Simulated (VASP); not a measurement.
Wanted: the native input for a VASP 6.6.1 run.

- Task: single point
- Functional: r2SCAN
- Potentials or basis: VASP PAW PBE potentials, release 64 (Sc_sv)
- Cutoff: 520 eV
- k mesh: 18 × 18 × 18
- Occupations: gaussian, width 0.15 eV
- Spin: no spin polarisation
- Dipole correction: no
- Further INCAR settings: ALGO = Normal; EDIFF = 1e-06; NBANDS = 12

Crystal: Sc.

```
Sc
1.0
     0.00000    2.17968    2.08886
     2.17968    0.00000    2.08886
     2.17968    2.17968    0.00000
Sc
1
Direct
  0.00000 0.00000 0.00000
```

This cell differs from its parent crystal: strain -0.040 along x and y, -0.080 along z.

These files were run (other wordings do the same):

POSCAR

```
Sc
1.0
    0.0000000000      2.1796800000      2.0888600000
    2.1796800000      0.0000000000      2.0888600000
    2.1796800000      2.1796800000      0.0000000000
Sc
1
Direct
    0.0000000000      0.0000000000      0.0000000000
```

INCAR.step1

```
SYSTEM = Sc
  PREC = Accurate
  ENCUT = 520
  ISMEAR = 0
  SIGMA = 0.15
  LREAL = .False.
  LASPH = .True.
  NELM = 80
  NBANDS = 12
  GGA = PE
  ALGO = Normal
  EDIFF = 1E-4
  LWAVE = .True.
  LCHARG = .False.
```

INCAR.step2

```
SYSTEM = Sc
  PREC = Accurate
  ENCUT = 520
  EDIFF = 1E-6
  ISMEAR = 0
  SIGMA = 0.15
  LREAL = .False.
  LASPH = .True.
  NELM = 80
  ALGO = Normal
  ISIF = 2
  LWAVE = .False.
  LCHARG = .False.
  METAGGA = R2SCAN
  LMIXTAU = .True.
  NBANDS = 12
  ISTART = 1
```

KPOINTS

```
Automatic mesh
0
Gamma
  18 18 18
  0 0 0
```

Potentials or basis: VASP PAW PBE potentials, release 64 (Sc_sv).

Launch:

```console
$ cat potpaw_PBE.64/Sc_sv/POTCAR > POTCAR
$ cp INCAR.step1 INCAR
$ mpirun -np 1 vasp_std > vasp.out
$ cp INCAR.step2 INCAR
$ mpirun -np 1 vasp_std > vasp.out
```

It gave:

* Pressure: 17.4 GPa
* Band gap on the k mesh: zero (an odd number of electrons rules out a gap without spin polarisation)

Caveat: the cell differs from its parent crystal (strain -0.040 along x and y, -0.080 along z); the cell stands under pressure; the PAW data sets were made with another functional, which shifts forces and pressure a little.

It took 7 min on 1 thread of Intel Xeon 8259CL, on a shared host, peak memory 0.23 GiB.
